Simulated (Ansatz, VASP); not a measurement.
SnS2: VASP beside Ansatz

```
CELL_PARAMETERS angstrom
3.63900 0.00000 0.00000
-1.81950 3.15147 0.00000
0.00000 0.00000 5.86800
ATOMIC_POSITIONS crystal
Sn 0.00000 0.00000 0.00000
S 0.33333 0.66667 0.25000
S 0.66667 0.33333 0.75000
```

Alike in both runs: task single point; functional PBE; k mesh 2 × 2 × 2; occupations fermi-dirac, width 0.01 eV; no spin polarisation.

```csv
,VASP,Ansatz
version,VASP 6.6.1,Ansatz 0.2.0
potentials or method,"VASP PAW PBE potentials, release 64 (Sn_d, S), cutoff 500 eV","plane waves, PAW"
valence electrons in the cell,26,26
```

```tsv
	VASP	Ansatz	Ansatz less VASP
gap on the k mesh at the Fermi level (eV)	1.49	1.48	-0.010
```

The k mesh is coarse, so the values compare programs but aren't converged.
